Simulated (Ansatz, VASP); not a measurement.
## Two plane-wave programs on InSb

```
In Sb
1.0
     0.00000    3.25101    3.25101
     3.25101    0.00000    3.25101
     3.25101    3.25101    0.00000
In Sb
1 1
Cartesian
  0.0000 0.0000 0.0000
  1.6255 1.6255 1.6255
```

Alike in both runs: task single point; functional PBE; k mesh 6 × 6 × 6; occupations fermi-dirac, width 0.02 eV; no spin polarisation.

```csv
,VASP,Ansatz
version,VASP 6.6.1,Ansatz 0.2.0
potentials or method,"VASP PAW PBE potentials, release 64 (In_d, Sb)","plane waves, PAW"
plane-wave cutoff (eV),520,420
valence electrons in the cell,18,28
```

VASP gave:

- pressure (GPa): 2.6

What did Ansatz give for the same quantities?

Pressure (GPa): 2.7.

VASP's potentials hold 18 valence electrons a cell and Ansatz's 28, so a difference there can come from the potentials and not from the codes.

Spin-orbit coupling is off throughout.
